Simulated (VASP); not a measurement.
# BeZn3Se4 (P1) in VASP: relaxation of cell and atoms with PBE

Aim: the relaxation of cell and atoms of BeZn3Se4 with PBE.

Program: VASP 6.6.1. These are calculated values, not measurements. Logs are shortened: lines on timing, memory, paths and dates and some standing lists are left out, and cuts for length are marked.

### Step 1. The cell of the first run

The typed cell holds 8 atoms: a = 3.922 Å, b = 3.888 Å, c = 12.920 Å, α = 90.03°, β = 91.06°, γ = 118.49°.

### Step 2. Relaxation of cell and atoms, PBE

File INCAR:

```
SYSTEM = BeZn3Se4
ALGO = Normal ; EDIFF = 1E-6
EDIFFG = -0.025 ; ENCUT = 600
GGA = PE ; IBRION = 2
ISIF = 3 ; ISMEAR = 0
LASPH = .TRUE. ; LCHARG = .FALSE.
LREAL = .FALSE. ; LWAVE = .FALSE.
NELM = 60 ; NSW = 80
PREC = Accurate ; SIGMA = 0.1
```

File KPOINTS:

```
k-points
0
G
  6 6 1
  0 0 0
```

File POSCAR:

```
BeZn3Se4
1.0
    3.9213023124      0.0612056632     -0.0360793764
   -1.9076454970      3.3880884455     -0.0007917942
   -0.1191272275     -0.0717969323     12.9194106015
Be Zn Se
1 3 4
Direct
    0.3193048028      0.6577826640      0.0137917344
    0.3627894669      0.6697310125      0.4960007217
    0.6748186962      0.3378374086      0.2471450542
    0.6177492004      0.2943498738      0.7532621837
    0.3667523273      0.6795576627      0.1632520197
    0.2993624065      0.7088005748      0.6857429954
    0.7198831298      0.3870581157      0.4291629044
    0.6393399700      0.2648826878      0.9616403865
```

Potentials or basis: VASP PAW PBE potentials, release 64 (Be, Zn, Se).

Started as:

```
cat potpaw_PBE.64/Be/POTCAR potpaw_PBE.64/Zn/POTCAR potpaw_PBE.64/Se/POTCAR > POTCAR
mpirun -np 1 vasp_std > vasp.out
```

OUTCAR:

```text
SYSTEM = BeZn3Se4
   EDIFF = 1E-6
   EDIFFG = -0.025
   ENCUT = 600
   GGA = PE
   IBRION = 2
   ISIF = 3
   ISMEAR = 0
   LASPH = .TRUE.
   LREAL = .FALSE.
   NELM = 60
   NSW = 80
   PREC = Accurate

 ion  position               nearest neighbor table
   1  0.319  0.658  0.014-   5 1.93   8 2.19   8 2.44   8 2.49
   2  0.363  0.670  0.496-   7 2.33   7 2.36   6 2.48   7 2.61
   3  0.675  0.338  0.247-   7 2.36   5 2.43   5 2.49   5 2.64
   4  0.618  0.294  0.753-   6 2.18   6 2.55   6 2.61   8 2.70
   5  0.367  0.680  0.163-   1 1.93   3 2.43   3 2.49   3 2.64
   6  0.299  0.709  0.686-   4 2.18   2 2.48   4 2.55   4 2.61
   7  0.720  0.387  0.429-   2 2.33   3 2.36   2 2.36   2 2.61
   8  0.639  0.265  0.962-   1 2.19   1 2.44   1 2.49   4 2.70

  LATTYP: Found a triclinic cell.
 ALAT       =     3.9942212134
 B/A-ratio  =     0.9734613729
 C/A-ratio  =     3.2347130045
 COS(alpha) =     0.0005221580
 COS(beta)  =     0.0186777576
 COS(gamma) =     0.5051507856

  Lattice vectors:

 A1 = (  -2.0136568154,  -3.4492941087,   0.0368711706)
 A2 = (   1.9076454970,  -3.3880884455,   0.0007917942)
 A3 = (  -0.1191272275,  -0.0717969323,  12.9194106015)

Analysis of symmetry for initial positions (statically):
=====================================================================
 Subroutine PRICEL returns:
 Original cell was already a primitive cell.

 Routine SETGRP: Setting up the symmetry group for a
 triclinic supercell.

 Subroutine GETGRP returns: Found  1 space group operations
 (whereof  1 operations were pure point group operations)
 out of a pool of  2 trial point group operations.

The static configuration has the point symmetry C_1 .

Analysis of symmetry for dynamics (positions and initial velocities):
=====================================================================
 Subroutine PRICEL returns:
 Original cell was already a primitive cell.

 Routine SETGRP: Setting up the symmetry group for a
 triclinic supercell.

 Subroutine GETGRP returns: Found  1 space group operations
 (whereof  1 operations were pure point group operations)
 out of a pool of  2 trial point group operations.

The dynamic configuration has the point symmetry C_1 .

 Subroutine INISYM returns: Found  1 space group operations
 (whereof  1 operations are pure point group operations),
 and found     1 'primitive' translations

----------------------------------------------------------------------------------------

                                     Primitive cell

  volume of cell :     173.1324

  direct lattice vectors                    reciprocal lattice vectors
     3.921302312  0.061205663 -0.036079376     0.252824144  0.142352043  0.003122331
    -1.907645497  3.388088446 -0.000791794    -0.004552301  0.292588902  0.001584026
    -0.119127228 -0.071796932 12.919410601     0.000705770  0.000415471  0.077411729

  length of vectors
     3.921945905  3.888220066 12.920159302     0.290161853  0.292628601  0.077416061

  position of ions in fractional coordinates (direct lattice)
     0.319304803  0.657782664  0.013791734
     0.362789467  0.669731013  0.496000722
     0.674818696  0.337837409  0.247145054
     0.617749200  0.294349874  0.753262184
     0.366752327  0.679557663  0.163252020
     0.299362407  0.708800575  0.685742995
     0.719883130  0.387058116  0.429162904
     0.639339970  0.264882688  0.961640387

  ion indices of the primitive-cell ions
   primitive index   ion index
                 1           1
                 2           2
                 3           3
                 4           4
                 5           5
                 6           6
                 7           7
                 8           8

----------------------------------------------------------------------------------------

 KPOINTS: k-points

Automatic generation of k-mesh.
 Grid dimensions read from file:
 generate k-points for:    6    6    1

 Generating k-lattice:

  Cartesian coordinates                     Fractional coordinates (reciprocal lattice)
     0.042137357  0.023725341  0.000520389     0.166666667  0.000000000  0.000000000
    -0.000758717  0.048764817  0.000264004    -0.000000000  0.166666667  0.000000000
     0.000705770  0.000415471  0.077411729    -0.000000000  0.000000000  1.000000000

  Length of vectors
     0.048360309  0.048771434  0.077416061

  Shift w.r.t. Gamma in fractional coordinates (k-lattice)
     0.000000000  0.000000000  0.000000000

 Subroutine IBZKPT returns following result:
 ===========================================

 Found     20 irreducible k-points:

 Following reciprocal coordinates:
            Coordinates               Weight
  0.000000  0.000000  0.000000      1.000000
  0.166667 -0.000000 -0.000000      2.000000
  0.333333 -0.000000 -0.000000      2.000000
  0.500000 -0.000000 -0.000000      1.000000
  0.000000  0.166667 -0.000000      2.000000
  0.166667  0.166667  0.000000      2.000000
[... 12 lines left out ...]
  0.333333  0.500000 -0.000000      2.000000
  0.500000  0.500000 -0.000000      1.000000
   k-points           NKPTS =     20   k-points in BZ     NKDIM =     20   number of bands    NBANDS=     37
   number of dos      NEDOS =    301   number of ions     NIONS =      8
   total plane-waves  NPLWV = 110592
   dimension x,y,z NGX =    32 NGY =   32 NGZ =  108
   dimension x,y,z NGXF=    64 NGYF=   64 NGZF=  216
   ions per type =               1   3   4
   NGX,Y,Z   is equivalent  to a cutoff of  13.56, 13.68, 13.90 a.u.
   NGXF,Y,Z  is equivalent  to a cutoff of  27.13, 27.36, 27.79 a.u.
 SYSTEM =  BeZn3Se4
   PREC   = accura    normal or accurate (medium, high low for compatibility)
   ISTART =      0    job   : 0-new  1-cont  2-samecut
   ICHARG =      2    charge: 1-file 2-atom 10-const
   ISPIN  =      1    spin polarized calculation?
   LNONCOLLINEAR =      F non collinear calculations
   LSORBIT =      F    spin-orbit coupling
   LASPH  =      T    aspherical Exc in radial PAW
   ENCUT  =  600.0 eV  44.10 Ry    6.64 a.u.   7.83  7.77 25.80*2*pi/ulx,y,z
   NELM   =     60;   NELMIN=  2; NELMDL= -5     # of ELM steps
   EDIFF  = 0.1E-05   stopping-criterion for ELM
   LREAL  =      F    real-space projection
   EDIFFG = -.3E-01   stopping-criterion for IOM
   NSW    =     80    number of steps for IOM
   IBRION =      2    ionic relax: 0-MD 1-quasi-New 2-CG
   NFREE  =      1    steps in history (QN), initial steepest desc. (CG)
   ISIF   =      3    stress and relaxation
   ISYM   =      2    0-nonsym 1-usesym 2-fastsym
   POTIM  = 0.5000    time-step for ionic-motion
   TEBEG  =    0.0;   TEEND  =   0.0 temperature during run
   PSTRESS=    0.0 pullay stress
   NELECT =      62.0000    total number of electrons
   NUPDOWN=      -1.0000    fix difference up-down
   EMIN   =  10.00;   EMAX   =-10.00  energy-range for DOS
   EFERMI =   0.00;   METHOD = LEGACY
   ISMEAR =     0;   SIGMA  =   0.10  broadening in eV -4-tet -1-fermi 0-gaus
   EFERMI_NEDOS =   21; number of points for ismear=-14 and -15
   IALGO  =     38    algorithm
   IMIX   =      4    mixing-type and parameters
     AMIX     =   0.40;   BMIX     =  1.00
     AMIX_MAG =   1.60;   BMIX_MAG =  1.00
  volume/ion in A,a.u.               =      21.64       146.04
  Fermi-wavevector in a.u.,A,eV,Ry     =   1.162553  2.196906 18.388663  1.351529
  Thomas-Fermi vector in A             =   2.299112
   LORBIT       =      0    0 simple, 1 ext, 2 COOP (PROOUT), +10 PAW based schemes
   GGA     = PE    functional components
   LHFCALC =     F    Hartree Fock is set to
   AEXX    =    0.0000 exact exchange contribution
   IVDW    =     0    specifies the selected vdW correction
   LEPSILON=     F    determine dielectric tensor
   LRPA    =     F    only Hartree local field effects (RPA)
 conjugate gradient relaxation of ions
 non-spin polarized calculation
 Gauss-broadening in eV      SIGMA  =   0.10
  energy-cutoff  :      600.00
  volume of cell :      173.13
 maximum number of plane-waves:      5804
   NGX = 15   NGY = 15   NGZ = 51

--------------------------------------- Ionic step        1  -------------------------------------------

 number of electron      61.9999996 magnetization

 Free energy of the ion-electron system (eV)
  ---------------------------------------------------
  ext. energy  EPLUGINS =         0.00000000
  ---------------------------------------------------
  free energy    TOTEN  =       -25.39105260 eV

  energy without entropy =      -25.39105260  energy(sigma->0) =      -25.39105260

------------------------ aborting loop because EDIFF is reached ----------------------------------------

  FORCE on cell =-STRESS in cart. coord.  units (eV):
  Direction    XX          YY          ZZ          XY          YZ          ZX
  --------------------------------------------------------------------------------------
  -------------------------------------------------------------------------------------
  Total        1.2914372      4.3044770      7.0712376     -0.9445899      2.6543992      1.0060233
  in kB       11.9510356     39.8338833     65.4376485     -8.7412900     24.5639660      9.3097985
  external PRESSURE =      39.0741891 kB  Pullay stress =       0.0000000 kB
[... 107 lines left out ...]
  FREE ENERGIE OF THE ION-ELECTRON SYSTEM (eV)
  ---------------------------------------------------
  free  energy   TOTEN  =       -26.3276885086 eV

  energy  without entropy=      -26.3276885086  energy(sigma->0) =      -26.32768851

[... ionic steps 4 to 20 ...]

--------------------------------------- Ionic step       21  -------------------------------------------

 number of electron      62.0000008 magnetization

------------------------ aborting loop because EDIFF is reached ----------------------------------------

  FORCE on cell =-STRESS in cart. coord.  units (eV):
  Direction    XX          YY          ZZ          XY          YZ          ZX
  --------------------------------------------------------------------------------------
  -------------------------------------------------------------------------------------
  Total        0.0996942      0.0573086      0.0824367     -0.0571325     -0.0634253      0.0085082
  in kB        0.9058506      0.5207228      0.7490439     -0.5191225     -0.5763009      0.0773077
  external PRESSURE =       0.7252058 kB  Pullay stress =       0.0000000 kB
[... 69 lines left out ...]
  energy  without entropy=      -26.6300452850  energy(sigma->0) =      -26.63004528

--------------------------------------- Ionic step       23  -------------------------------------------

 number of electron      62.0000010 magnetization

 Free energy of the ion-electron system (eV)
  ---------------------------------------------------
  ext. energy  EPLUGINS =         0.00000000
  ---------------------------------------------------
  free energy    TOTEN  =       -26.63032490 eV

  energy without entropy =      -26.63032490  energy(sigma->0) =      -26.63032490

 E-fermi :   2.3083     XC(G=0):  -9.1940

 val. band max:        1.8165785283   @ k =   0.0000   0.0000   0.0000
 cond. band min:       3.3918104963   @ k =   0.0000   0.0000   0.0000
 fundamental gap:      1.5752319681
 Fermi energy:         2.3083042490

 k-point     1 :       0.0000    0.0000    0.0000
  band No.  band energies     occupation
      1     -11.5063      2.00000
      2     -11.1579      2.00000
      3     -11.0388      2.00000
      4     -10.5938      2.00000
      5      -4.7712      2.00000
      6      -4.7495      2.00000
[... 824 lines left out ...]
  FREE ENERGIE OF THE ION-ELECTRON SYSTEM (eV)
  ---------------------------------------------------
  free  energy   TOTEN  =       -26.6303249014 eV

  energy  without entropy=      -26.6303249014  energy(sigma->0) =      -26.63032490

 reached required accuracy - stopping structural energy minimisation
```

Run time: 39 min. Hardware: 1 thread of Intel Xeon Platinum 8259CL at 2.50GHz (Skylake/Cascade Lake), shared host; peak memory 0.45 GiB.

What came out:

| Item | Value |
| --- | --- |
| Free energy | -26.6303 eV |
| Relaxed volume | 22.09 Å³/atom |
| Relaxed cell | a = 3.956 Å, b = 3.954 Å, c = 13.039 Å, α = 89.93°, β = 90.02°, γ = 119.98° |
| Space group after relaxing (to 0.1 Å) | P3m1 (No. 156) |
| Energy gained by relaxing | 154.9 meV/atom |
| Ionic steps | 23 |
| Pressure after relaxing | 0.0 GPa |
| Largest force after relaxing | 0.020 eV/Å |
| Band gap on the k mesh | 1.58 eV |

Forces on the atoms (eV/Å):
```
Be  -0.004 -0.001 -0.012
Zn   0.001 -0.009  0.012
Zn  -0.001  0.014 -0.005
Zn  -0.009 -0.002 -0.003
Se  -0.003  0.013  0.009
Se   0.017  0.009 -0.006
Se  -0.007 -0.006  0.001
Se   0.006 -0.018  0.004
```

The path:
| step | energy change (eV) | largest force (eV/Å) | pressure (GPa) | volume (Å³) |
| --- | --- | --- | --- | --- |
| 1 | 0.0000 | 4.0267 | 3.91 | 173.13 |
| 2 | -0.8945 | 0.9049 | -2.84 | 186.59 |
| 3 | -0.9366 | 1.0729 | -1.90 | 183.47 |
| 4 | -1.1190 | 0.6380 | -0.38 | 177.76 |
| 5 | -1.1549 | 0.4929 | 0.78 | 174.31 |
| 6 | -1.1895 | 0.2510 | 0.11 | 176.18 |
| 7 | -1.1959 | 0.2165 | -0.31 | 177.48 |
| 8 | -1.2062 | 0.1800 | -0.06 | 176.72 |
| 9 | -1.2100 | 0.1802 | 0.23 | 175.90 |
| 10 | -1.2172 | 0.1148 | -0.02 | 176.54 |
| 11 | -1.2185 | 0.1127 | -0.19 | 176.96 |
| 12 | -1.2235 | 0.0951 | 0.03 | 176.28 |
| 13 | -1.2245 | 0.1160 | 0.19 | 175.85 |
| 14 | -1.2288 | 0.0878 | -0.04 | 176.53 |
| 15 | -1.2298 | 0.1037 | -0.22 | 177.09 |
| 16 | -1.2331 | 0.0856 | -0.12 | 176.71 |
| 17 | -1.2349 | 0.1226 | 0.21 | 175.89 |
| 18 | -1.2351 | 0.1056 | 0.12 | 176.10 |
| 19 | -1.2378 | 0.0536 | 0.03 | 176.41 |
| 20 | -1.2383 | 0.0481 | -0.07 | 176.62 |
| 21 | -1.2390 | 0.0277 | 0.07 | 176.33 |
| 22 | -1.2390 | 0.0278 | 0.08 | 176.32 |
| 23 | -1.2393 | 0.0202 | -0.05 | 176.70 |

Final structure:
```cif
data_structure
_symmetry_space_group_name_H-M 'P 1'
_symmetry_Int_Tables_number 1
_cell_length_a 3.9565
_cell_length_b 3.9544
_cell_length_c 13.0394
_cell_angle_alpha 89.934
_cell_angle_beta 90.017
_cell_angle_gamma 119.983
_cell_volume 176.70
loop_
_atom_site_label
_atom_site_type_symbol
_atom_site_fract_x
_atom_site_fract_y
_atom_site_fract_z
_atom_site_occupancy
Be1 Be 0.33442 0.66859 0.00133 1
Zn1 Zn 0.33592 0.67004 0.50055 1
Zn2 Zn 0.66513 0.32798 0.24239 1
Zn3 Zn 0.66474 0.33269 0.76002 1
Se1 Se 0.33196 0.66214 0.17324 1
Se2 Se 0.33080 0.66604 0.69053 1
Se3 Se 0.66943 0.33648 0.43173 1
Se4 Se 0.66760 0.33604 0.95021 1
```

Caveat: the k points lie up to 0.48 Å⁻¹ apart in the final cell.
